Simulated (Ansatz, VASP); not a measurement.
MgO in VASP and in Ansatz

```
Mg O
1.0
     0.00000    2.08293    2.08293
     2.08293    0.00000    2.08293
     2.08293    2.08293    0.00000
Mg O
1 1
Direct
  0.00000 0.00000 0.00000
  0.50000 0.50000 0.50000
```

Alike in both runs: task single point; functional r2SCAN; k mesh 11 × 11 × 11; occupations fermi-dirac, width 0.05 eV; no spin polarisation.

|  | VASP | Ansatz |
| --- | --- | --- |
| version | VASP 6.6.1 | Ansatz 0.2.0 |
| potentials or method | VASP PAW PBE potentials, release 64 (Mg_sv, O) | Ansatz PAW |
| plane-wave cutoff (eV) | 660 | 500 |
| valence electrons in the cell | 16 | 16 |

Ansatz gave:

| Item | Value |
| --- | --- |
| gap on the k mesh at the Fermi level (eV) | 5.97 |
| least direct gap on the mesh (eV) | 5.97 |
| pressure (GPa) | 4.9 |

Q: Estimate VASP's values.

A: gap on the k mesh at the Fermi level (eV): 6.00; least direct gap on the mesh (eV): 6.00; pressure (GPa): 4.4.

VASP's potentials were made for PBE, not for r2SCAN.

Noted on Ansatz's run: odd divisions of the mesh miss points on the zone boundary, where band edges often lie, so the gap on the mesh can be too wide.
